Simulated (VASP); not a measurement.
Write the native input for VASP 6.6.1 that does the following.

```
Task                   : single point
Functional             : PBEsol
Potentials or basis    : VASP PAW PBE potentials, release 64 (Be, S)
Cutoff                 : 600 eV
k mesh                 : 6 × 6 × 6
Occupations            : gaussian, width 0.1 eV
Spin                   : no spin polarisation
Dipole correction      : no
Further INCAR settings : ALGO = Normal; EDIFF = 1e-06; NBANDS = 11
```

The structure of BeS (sol) lies in POSCAR:

```
BeS
1.0
    0.0000000000      2.4351516500      2.4351516500
    2.4351516500      0.0000000000      2.4351516500
    2.4351516500      2.4351516500      0.0000000000
Be S
1 1
Direct
    0.0000000000      0.0000000000      0.0000000000
    0.2500000000      0.2500000000      0.2500000000
```

The input as run:

INCAR

```
SYSTEM = BeS
ALGO = Normal ; EDIFF = 1E-6
ENCUT = 600 ; GGA = PS
GGA_COMPAT = .False. ; ISIF = 2
ISMEAR = 0 ; LASPH = .True.
LCHARG = .False. ; LREAL = .False.
LWAVE = .False. ; NBANDS = 11
NELM = 120 ; PREC = Accurate
SIGMA = 0.1
```

KPOINTS

```
k-points
0
Gamma
  6 6 6
  0 0 0
```

Potentials or basis: VASP PAW PBE potentials, release 64 (Be, S).

Launch:

```sh
$ cat potpaw_PBE.64/Be/POTCAR potpaw_PBE.64/S/POTCAR > POTCAR
$ mpirun -np 1 vasp_std > vasp.out
```

Results of the run:

```json
{
 "Pressure": "-1.6 GPa",
 "Band gap on the k mesh": "2.95 eV, indirect (least direct gap 5.58 eV)"
}
```

Caveat: the PAW data sets were made with another functional, which shifts forces and pressure a little.

Wall time 3.6 s on 1 thread of Intel(R) Xeon(R) 6975P-C (Granite Rapids) (shared host), peak memory 0.14 GiB.
